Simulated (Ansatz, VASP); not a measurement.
## Pb: VASP beside Ansatz

File POSCAR:

```
Pb
1.0
   -1.9529041306      1.9529041306      1.9529041306
    1.9529041306     -1.9529041306      1.9529041306
    1.9529041306      1.9529041306     -1.9529041306
Pb
1
Direct
    0.0000000000      0.0000000000      0.0000000000
```

File INCAR.step1:

```
PREC = Accurate ; ENCUT = 520
EDIFF = 1E-5 ; ISMEAR = -1
SIGMA = 0.05 ; LREAL = F
LASPH = T ; NELM = 80
ALGO = Normal ; ISIF = 2
LWAVE = T ; GGA = PE
NBANDS = 13
```

Contents of INCAR.step2:

```
PREC = Accurate ; ENCUT = 520
EDIFF = 1E-6 ; ISMEAR = -1
SIGMA = 0.05 ; LREAL = F
LASPH = T ; NELM = 80
ALGO = Normal ; ISIF = 2
LWAVE = F ; LCHARG = T
GGA = PE ; LHFCALC = T
AEXX = 0.25 ; PRECFOCK = Normal
LELF = T ; LVHAR = T
ISTART = 1 ; NBANDS = 13
```

Contents of KPOINTS:

```
regular mesh
0
Gamma
  6 6 6
```

File input.yaml:

```yaml
crystal:
  lattice:
    - [-1.9529041306, 1.9529041306, 1.9529041306]
    - [1.9529041306, -1.9529041306, 1.9529041306]
    - [1.9529041306, 1.9529041306, -1.9529041306]
  atoms:
    - { symbol: Pb, position: [0.0, 0.0, 0.0] }
hamiltonian:
  xc: pbe0
  pseudopotentials: { kind: paw }
kpoints:
  mp_grid: { grid: [6, 6, 6] }
scf:
  occupations: { method: fermi_dirac, width: 0.05 }
output:
  forces: true
  stress: true
  eigenvalues: true
  write_density: true
  write_potential: true
  elf: true
  volumetric_format: npy
```

Alike in both runs: task single point; functional PBE0; k mesh 6 × 6 × 6; occupations fermi-dirac, width 0.05 eV; no spin polarisation.

|  | VASP | Ansatz |
| --- | --- | --- |
| version | VASP 6.6.1 | Ansatz 0.2.0 |
| potentials or method | VASP PAW PBE potentials, release 64 (Pb_d) | Ansatz PAW |
| plane-wave cutoff (eV) | 520 | 420 |
| valence electrons in the cell | 14 | 14 |

|  | VASP | Ansatz | Ansatz less VASP |
| --- | --- | --- | --- |
| gap on the k mesh at the Fermi level (eV) | none | none | - |
| pressure (GPa) | 1.0 | 1.1 | +0.14 |

A gap of «none» marks a metal or a gap that the smearing closes.

The k mesh is coarse, so the values compare programs but aren't converged. Neither program's run includes spin-orbit coupling.
